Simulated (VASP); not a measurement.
Here is a VASP 6.6.1 calculation.

File INCAR:

```
SYSTEM = BAs
ALGO = Normal
EDIFF = 1E-8
ENCUT = 520
GGA = PE
ISIF = 2
ISMEAR = -1
LASPH = .TRUE.
LCHARG = .FALSE.
LEFG = .TRUE.
LREAL = .FALSE.
LWAVE = .FALSE.
NBANDS = 11
NELM = 60
PREC = Accurate
SIGMA = 0.03
```

The input KPOINTS:

```
k-points
0
G
  15 15 15
  0 0 0
```

File POSCAR:

```
BAs
1.0
    0.0000000000      2.3724693156      2.3724693156
    2.3724693156      0.0000000000      2.3724693156
    2.3724693156      2.3724693156      0.0000000000
B As
1 1
Direct
    0.0000000000      0.0000000000      0.0000000000
    0.7500000000      0.7500000000      0.7500000000
```

Potentials or basis: VASP PAW PBE potentials, release 64 (B, As).

Launch:

```console
$ cat potpaw_PBE.64/B/POTCAR potpaw_PBE.64/As/POTCAR > POTCAR
$ mpirun -np 1 vasp_std > vasp.out
```

(1) Predict the pressure.

(2) Estimate the band gap on the k mesh.

Results:

(1) 6.5 GPa.

(2) 1.15 eV, indirect (least direct gap 3.30 eV).

Caveat: without QUAD_EFG the Cq values of the log hold for a quadrupole moment of 1 mb, not for the nuclei.
